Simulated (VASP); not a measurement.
# Sb (Im-3m) in VASP: notebook, part 2 of 3

VASP 6.6.1. Earlier steps stand in the parts before.

## (3) Single point, B3LYP

This run uses another cell than the first one, of 26.21 Å³/atom, 1.055 times its volume.

The input, POSCAR:

```
Sb
1.0
   -1.8713408863      1.8713408863      1.8713408863
    1.8713408863     -1.8713408863      1.8713408863
    1.8713408863      1.8713408863     -1.8713408863
Sb
1
Direct
    0.0000000000      0.0000000000      0.0000000000
```

The input, INCAR.step1:

```
SYSTEM = Sb
  PREC = Accurate
  ENCUT = 520
  EDIFF = 1E-5
  ISMEAR = -1
  SIGMA = 0.05
  LREAL = .False.
  LASPH = .True.
  NELM = 60
  ALGO = Normal
  ISIF = 2
  LWAVE = .True.
  GGA = PE
  NBANDS = 8
```

The input, INCAR.step2:

```
SYSTEM = Sb
  PREC = Accurate
  ENCUT = 520
  EDIFF = 1E-6
  ISMEAR = -1
  SIGMA = 0.05
  LREAL = .False.
  LASPH = .True.
  NELM = 60
  ALGO = Normal
  ISIF = 2
  LWAVE = .False.
  LCHARG = .True.
  GGA = B3
  LHFCALC = .True.
  AEXX = 0.2
  AGGAX = 0.72
  AGGAC = 0.81
  ALDAC = 0.19
  PRECFOCK = Normal
  LELF = .True.
  LVHAR = .True.
  ISTART = 1
  NBANDS = 8
```

The input, KPOINTS:

```
regular mesh
0
Gamma
  5 5 5
  0 0 0
```

Potentials or basis: VASP PAW PBE potentials, release 64 (Sb).

The run is started by

```bash
cat potpaw_PBE.64/Sb/POTCAR > POTCAR
cp INCAR.step1 INCAR
mpirun -np 1 vasp_std > vasp.out
cp INCAR.step2 INCAR
mpirun -np 1 vasp_std > vasp.out
```

OUTCAR:

```text
SYSTEM = Sb
   PREC = Accurate
   ENCUT = 520
   EDIFF = 1E-6
   ISMEAR = -1
   LREAL = .False.
   LASPH = .True.
   NELM = 60
   ISIF = 2
   GGA = B3
   LHFCALC = .True.
   AEXX = 0.2
   PRECFOCK = Normal
   ISTART = 1

 ion  position               nearest neighbor table
   1  0.000  0.000  0.000-

  LATTYP: Found a body centered cubic cell.
 ALAT       =     3.7426817726

  Lattice vectors:

 A1 = (  -1.8713408863,   1.8713408863,   1.8713408863)
 A2 = (   1.8713408863,  -1.8713408863,   1.8713408863)
 A3 = (   1.8713408863,   1.8713408863,  -1.8713408863)

Analysis of symmetry for initial positions (statically):
=====================================================================
 Subroutine PRICEL returns:
 Original cell was already a primitive cell.

 Routine SETGRP: Setting up the symmetry group for a
 body centered cubic supercell.

 Subroutine GETGRP returns: Found 48 space group operations
 (whereof 48 operations were pure point group operations)
 out of a pool of 48 trial point group operations.

The static configuration has the point symmetry O_h .

Analysis of symmetry for dynamics (positions and initial velocities):
=====================================================================
 Subroutine PRICEL returns:
 Original cell was already a primitive cell.

 Routine SETGRP: Setting up the symmetry group for a
 body centered cubic supercell.

 Subroutine GETGRP returns: Found 48 space group operations
 (whereof 48 operations were pure point group operations)
 out of a pool of 48 trial point group operations.

The dynamic configuration has the point symmetry O_h .

 Subroutine INISYM returns: Found 48 space group operations
 (whereof 48 operations are pure point group operations),
 and found     1 'primitive' translations

----------------------------------------------------------------------------------------

                                     Primitive cell

  volume of cell :      26.2131

  direct lattice vectors                    reciprocal lattice vectors
    -1.871340886  1.871340886  1.871340886     0.000000000  0.267188092  0.267188092
     1.871340886 -1.871340886  1.871340886     0.267188092  0.000000000  0.267188092
     1.871340886  1.871340886 -1.871340886     0.267188092  0.267188092  0.000000000

  length of vectors
     3.241257493  3.241257493  3.241257493     0.377861023  0.377861023  0.377861023

  position of ions in fractional coordinates (direct lattice)
     0.000000000  0.000000000  0.000000000

  ion indices of the primitive-cell ions
   primitive index   ion index
                 1           1

----------------------------------------------------------------------------------------

 KPOINTS: regular mesh

Automatic generation of k-mesh.
 Grid dimensions read from file:
 generate k-points for:    5    5    5

 Generating k-lattice:

  Cartesian coordinates                     Fractional coordinates (reciprocal lattice)
[... 22 lines left out ...]
  0.200000  0.200000  0.200000      8.000000
 -0.200000  0.200000  0.200000      6.000000
 -0.400000  0.400000  0.200000     24.000000
 -0.400000 -0.400000  0.200000      8.000000
 -0.400000  0.400000  0.400000      6.000000
   k-points           NKPTS =     10   k-points in BZ     NKDIM =    125   number of bands    NBANDS=      8
   number of dos      NEDOS =    301   number of ions     NIONS =      1
   total plane-waves  NPLWV =  13824
   dimension x,y,z NGX =    24 NGY =   24 NGZ =   24
   dimension x,y,z NGXF=    48 NGYF=   48 NGZF=   48
   ions per type =               1
   NGX,Y,Z   is equivalent  to a cutoff of  12.31, 12.31, 12.31 a.u.
   NGXF,Y,Z  is equivalent  to a cutoff of  24.62, 24.62, 24.62 a.u.
 SYSTEM =  Sb
   PREC   = accura    normal or accurate (medium, high low for compatibility)
   ISTART =      1    job   : 0-new  1-cont  2-samecut
   ICHARG =      0    charge: 1-file 2-atom 10-const
   ISPIN  =      1    spin polarized calculation?
   LNONCOLLINEAR =      F non collinear calculations
   LSORBIT =      F    spin-orbit coupling
   LASPH  =      T    aspherical Exc in radial PAW
   ENCUT  =  520.0 eV  38.22 Ry    6.18 a.u.   6.03  6.03  6.03*2*pi/ulx,y,z
   NELM   =     60;   NELMIN=  2; NELMDL=  0     # of ELM steps
   EDIFF  = 0.1E-05   stopping-criterion for ELM
   LREAL  =      F    real-space projection
   EDIFFG = 0.1E-04   stopping-criterion for IOM
   NSW    =      0    number of steps for IOM
   IBRION =     -1    ionic relax: 0-MD 1-quasi-New 2-CG
   NFREE  =      0    steps in history (QN), initial steepest desc. (CG)
   ISIF   =      2    stress and relaxation
   ISYM   =      3    0-nonsym 1-usesym 2-fastsym
   POTIM  = 0.5000    time-step for ionic-motion
   TEBEG  =    0.0;   TEEND  =   0.0 temperature during run
   PSTRESS=    0.0 pullay stress
   NELECT =       5.0000    total number of electrons
   NUPDOWN=      -1.0000    fix difference up-down
   EMIN   =  10.00;   EMAX   =-10.00  energy-range for DOS
   EFERMI =   0.00;   METHOD = LEGACY
   ISMEAR =    -1;   SIGMA  =   0.05  broadening in eV -4-tet -1-fermi 0-gaus
   EFERMI_NEDOS =   21; number of points for ismear=-14 and -15
   IALGO  =     38    algorithm
   IMIX   =      1    mixing-type and parameters
     AMIX     =   0.40;   BMIX     =  1.00
     AMIX_MAG =   1.60;   BMIX_MAG =  1.00
  volume/ion in A,a.u.               =      26.21       176.89
  Fermi-wavevector in a.u.,A,eV,Ry     =   0.942378  1.780837 12.083018  0.888077
  Thomas-Fermi vector in A             =   2.069982
   LORBIT       =      0    0 simple, 1 ext, 2 COOP (PROOUT), +10 PAW based schemes
   GGA     = B3    functional components
   LHFCALC =     T    Hartree Fock is set to
   PRECFOCK=normal    Normal, Fast or Accurate (Low or Medium for compatibility)
   ENCUT4O =  -1.0   cutoff for four orbital integrals eV
   NKREDX  =     1    reduce k-point grid by
   NKREDY  =     1    reduce k-point grid by
   NKREDZ  =     1    reduce k-point grid by
   AEXX    =    0.2000 exact exchange contribution
   HFSCREEN=    0.0000 screening length (either q_TF or 0.3 A-1)
   HFSCREENC=   0.0000 screening length for correlation (either q_TF or 0.3 A-1)
   ENCUTFOCK=  -1.0 apply spherical cutoff to Coloumb kernel
   IVDW    =     0    specifies the selected vdW correction
   LEPSILON=     F    determine dielectric tensor
   LRPA    =     F    only Hartree local field effects (RPA)
 non-spin polarized calculation
  energy-cutoff  :      520.00
  volume of cell :       26.21
 maximum number of plane-waves:       713
  NGX = 20; NGY = 20; NGZ = 20

 number of electron       4.9999999 magnetization

 Free energy of the ion-electron system (eV)
  ---------------------------------------------------
  ext. energy  EPLUGINS =         0.00000000
  ---------------------------------------------------
  free energy    TOTEN  =        -4.13690549 eV

  energy without entropy =       -4.13047581  energy(sigma->0) =       -4.13369065

 E-fermi :   8.9325     XC(G=0):  -8.1513

 val. band max:        8.8249438455   @ k =  -0.4000   0.4000   0.2000
 cond. band min:       9.4211480174   @ k =   0.2000   0.2000   0.0000
 fundamental gap:      0.5962041719
 Fermi energy:         8.9325014377

 k-point     1 :       0.0000    0.0000    0.0000
  band No.  band energies     occupation
      1      -5.6230      2.00000
      2      15.4329      0.00000
      3      15.4329      0.00000
      4      15.4329      0.00000
      5      20.5475      0.00000
      6      20.5475      0.00000
      7      20.5475      0.00000
      8      22.2133      0.00000
[... 89 lines left out ...]
 k-point    10 :      -0.4000    0.4000    0.4000
  band No.  band energies     occupation
      1       1.0890      2.00000
      2       6.6003      2.00000
      3       6.8152      2.00000
      4       6.8152      2.00000
      5      13.2006      0.00000
      6      15.2756      0.00000
      7      25.2741      0.00000
      8      25.9152      0.00000

------------------------ aborting loop because EDIFF is reached ----------------------------------------

  FORCE on cell =-STRESS in cart. coord.  units (eV):
  Direction    XX          YY          ZZ          XY          YZ          ZX
  --------------------------------------------------------------------------------------
  -------------------------------------------------------------------------------------
  Total        0.7783595      0.7783595      0.7783595      0.0000000      0.0000000     -0.0000000
  in kB       47.5742670     47.5742670     47.5742670      0.0000000      0.0000000     -0.0000000
  external PRESSURE =      47.5742670 kB  Pullay stress =       0.0000000 kB

 VOLUME and BASIS-vectors are now :
 -----------------------------------------------------------------------------
  energy-cutoff  :      520.00
  volume of cell :       26.21
      direct lattice vectors                 reciprocal lattice vectors
    -1.871340886  1.871340886  1.871340886     0.000000000  0.267188092  0.267188092
     1.871340886 -1.871340886  1.871340886     0.267188092  0.000000000  0.267188092
     1.871340886  1.871340886 -1.871340886     0.267188092  0.267188092  0.000000000

 POSITION                                       TOTAL-FORCE (eV/Angst)
 -----------------------------------------------------------------------------------
      0.00000      0.00000      0.00000        -0.000000      0.000000     -0.000000
 -----------------------------------------------------------------------------------
    total drift:                               -0.000000     -0.000000     -0.000000

  FREE ENERGIE OF THE ION-ELECTRON SYSTEM (eV)
  ---------------------------------------------------
  free  energy   TOTEN  =        -4.1369054893 eV

  energy  without entropy=       -4.1304758107  energy(sigma->0) =       -4.13369065
```

Run time: 77 s. Hardware: 1 thread of Intel Xeon Platinum 8488C (Sapphire Rapids), shared host; peak memory 0.15 GiB.

Results:

```
Free energy : -4.1369 eV
Pressure    : 4.8 GPa
```

Caveat: the k points lie up to 0.47 Å⁻¹ apart; the PAW data sets were made with another functional, which shifts forces and pressure a little; spin-orbit coupling is left out, which moves the levels of the heavy elements.

## (4) Single point, HSE06

This run uses another cell than the first one, of 26.21 Å³/atom, 1.055 times its volume.

POSCAR is that of step 3.

The input, INCAR.step1:

```
  PREC = Accurate
  ENCUT = 520
  EDIFF = 1E-5
  ISMEAR = -1
  SIGMA = 0.05
  LREAL = F
  LASPH = T
  NELM = 100
  ALGO = Normal
  ISIF = 2
  LWAVE = T
  LCHARG = F
  GGA = PE
  NBANDS = 8
```

The input, INCAR.step2:

```
  PREC = Accurate
  ENCUT = 520
  EDIFF = 1E-6
  ISMEAR = -1
  SIGMA = 0.05
  LREAL = F
  LASPH = T
  NELM = 100
  ALGO = Normal
  ISIF = 2
  LWAVE = F
  LCHARG = F
  GGA = PE
  LHFCALC = T
  HFSCREEN = 0.2079
  PRECFOCK = Normal
  ISTART = 1
  NBANDS = 8
```

The input, KPOINTS:

```
regular mesh
0
Gamma
  5 5 5
```

Potentials or basis: VASP PAW PBE potentials, release 64 (Sb).

The run is started by

```bash
cat potpaw_PBE.64/Sb/POTCAR > POTCAR
cp INCAR.step1 INCAR
mpirun -np 1 vasp_std > vasp.out
cp INCAR.step2 INCAR
mpirun -np 1 vasp_std > vasp.out
```

OUTCAR:

```text
PREC = Accurate
   ENCUT = 520
   EDIFF = 1E-6
   ISMEAR = -1
   LREAL = F
   LASPH = T
   NELM = 100
   ISIF = 2
   GGA = PE
   LHFCALC = T
   HFSCREEN = 0.2079
   PRECFOCK = Normal
   ISTART = 1

 ion  position               nearest neighbor table
   1  0.000  0.000  0.000-

  LATTYP: Found a body centered cubic cell.
 ALAT       =     3.7426817726

  Lattice vectors:

 A1 = (  -1.8713408863,   1.8713408863,   1.8713408863)
 A2 = (   1.8713408863,  -1.8713408863,   1.8713408863)
 A3 = (   1.8713408863,   1.8713408863,  -1.8713408863)

Analysis of symmetry for initial positions (statically):
=====================================================================
 Subroutine PRICEL returns:
 Original cell was already a primitive cell.

 Routine SETGRP: Setting up the symmetry group for a
 body centered cubic supercell.

 Subroutine GETGRP returns: Found 48 space group operations
[... 151 lines left out ...]
  free energy    TOTEN  =        -4.73356093 eV

  energy without entropy =       -4.70720039  energy(sigma->0) =       -4.72038066

 E-fermi :   8.7692     XC(G=0):  -8.5881

 val. band max:        7.0280415669   @ k =   0.2000   0.2000   0.2000
 cond. band min:       8.7746542187   @ k =  -0.4000   0.4000   0.2000
 fundamental gap:      1.7466126518
 Fermi energy:         8.7691827614

 k-point     1 :       0.0000    0.0000    0.0000
  band No.  band energies     occupation
      1      -5.9022      2.00000
      2      15.0945      0.00000
      3      15.0945      0.00000
      4      15.0945      0.00000
      5      19.9621      0.00000
      6      19.9621      0.00000
      7      19.9621      0.00000
      8      21.4638      0.00000
[... 89 lines left out ...]
 k-point    10 :      -0.4000    0.4000    0.4000
  band No.  band energies     occupation
      1       1.0705      2.00000
      2       6.5201      2.00000
      3       6.7895      2.00000
      4       6.7895      2.00000
      5      12.3116      0.00000
      6      14.5114      0.00000
      7      24.7603      0.00000
      8      25.3691      0.00000

------------------------ aborting loop because EDIFF is reached ----------------------------------------

  FORCE on cell =-STRESS in cart. coord.  units (eV):
  Direction    XX          YY          ZZ          XY          YZ          ZX
  --------------------------------------------------------------------------------------
  -------------------------------------------------------------------------------------
  Total       -0.3298715     -0.3298715     -0.3298715     -0.0000000     -0.0000000     -0.0000000
  in kB      -20.1621424    -20.1621424    -20.1621424     -0.0000000     -0.0000000     -0.0000000
  external PRESSURE =     -20.1621424 kB  Pullay stress =       0.0000000 kB

 VOLUME and BASIS-vectors are now :
 -----------------------------------------------------------------------------
  energy-cutoff  :      520.00
  volume of cell :       26.21
      direct lattice vectors                 reciprocal lattice vectors
    -1.871340886  1.871340886  1.871340886     0.000000000  0.267188092  0.267188092
     1.871340886 -1.871340886  1.871340886     0.267188092  0.000000000  0.267188092
     1.871340886  1.871340886 -1.871340886     0.267188092  0.267188092  0.000000000

 POSITION                                       TOTAL-FORCE (eV/Angst)
 -----------------------------------------------------------------------------------
      0.00000      0.00000      0.00000         0.000000      0.000000      0.000000
 -----------------------------------------------------------------------------------
    total drift:                                0.000029     -0.000021     -0.000008

  FREE ENERGIE OF THE ION-ELECTRON SYSTEM (eV)
  ---------------------------------------------------
  free  energy   TOTEN  =        -4.7335609347 eV

  energy  without entropy=       -4.7072003889  energy(sigma->0) =       -4.72038066
```

OUTCAR.step1:

```text
PREC = Accurate
   ENCUT = 520
   EDIFF = 1E-5
   ISMEAR = -1
   LREAL = F
[... 308 lines left out ...]

 POSITION                                       TOTAL-FORCE (eV/Angst)
 -----------------------------------------------------------------------------------
      0.00000      0.00000      0.00000        -0.000000      0.000000      0.000000
 -----------------------------------------------------------------------------------
    total drift:                                0.000000      0.000000      0.000000

  FREE ENERGIE OF THE ION-ELECTRON SYSTEM (eV)
  ---------------------------------------------------
  free  energy   TOTEN  =        -3.8774843500 eV

  energy  without entropy=       -3.8513643556  energy(sigma->0) =       -3.86442435
```

It took 67 s on 1 thread of Intel Xeon Platinum 8488C (Sapphire Rapids), shared host; peak memory 0.24 GiB.

Results:

- Free energy: -4.7336 eV
- Pressure: -2.0 GPa

Levels at points of the mesh, in eV from the Fermi level:
| k point | band 1 | band 2 | band 3 | band 4 | band 5 | band 6 | band 7 |
| --- | --- | --- | --- | --- | --- | --- | --- |
| (0.00, 0.00, 0.00) | -14.67 | 6.33 | 6.33 | 6.33 | 11.19 | 11.19 | 11.19 |

Caveat: the k points lie up to 0.47 Å⁻¹ apart; the PAW data sets were made with another functional, which shifts forces and pressure a little; spin-orbit coupling is left out, which moves the levels of the heavy elements.

(Continued in part 3 of 3.)
